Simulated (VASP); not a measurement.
Cd, 2 atoms in the cell. It takes space group Fd-3m (No. 227, cubic). Conventional cell: a = 6.355 Å, b = 6.355 Å, c = 6.355 Å, α = 90.00°, β = 90.00°, γ = 90.00°. Cd (site symmetry -43m) has 4 Cd at 2.75 Å within 3.6 Å. This isn't the form of Cd at room conditions, which is hcp.

| Quantity | Value |
| --- | --- |
| Program | VASP 6.6.1 |
| Task | single point |
| Functional | PBEsol |
| Potentials or basis | VASP PAW PBE potentials, release 64 (Cd) |
| Cutoff | 520 eV |
| k mesh | 10 × 10 × 10 |
| Occupations | fermi-dirac, width 0.1 eV |
| Spin | no spin polarisation |
| Dipole correction | no |
| Further INCAR settings | ALGO = Normal; EDIFF = 1e-06; NBANDS = 19 |

Potentials or basis: VASP PAW PBE potentials, release 64 (Cd).

Command:

```console
$ cat potpaw_PBE.64/Cd/POTCAR > POTCAR
$ mpirun -np 1 vasp_std > vasp.out
```

Hardware: 1 thread of Intel(R) Xeon(R) Platinum 8488C (Sapphire Rapids) (shared host).

Estimate the wall time of this run.

It took 32 s on 1 thread of Intel(R) Xeon(R) Platinum 8488C (Sapphire Rapids), with other jobs on the host, peak memory 0.22 GiB. Counts: scf iterations 11, k points 47.
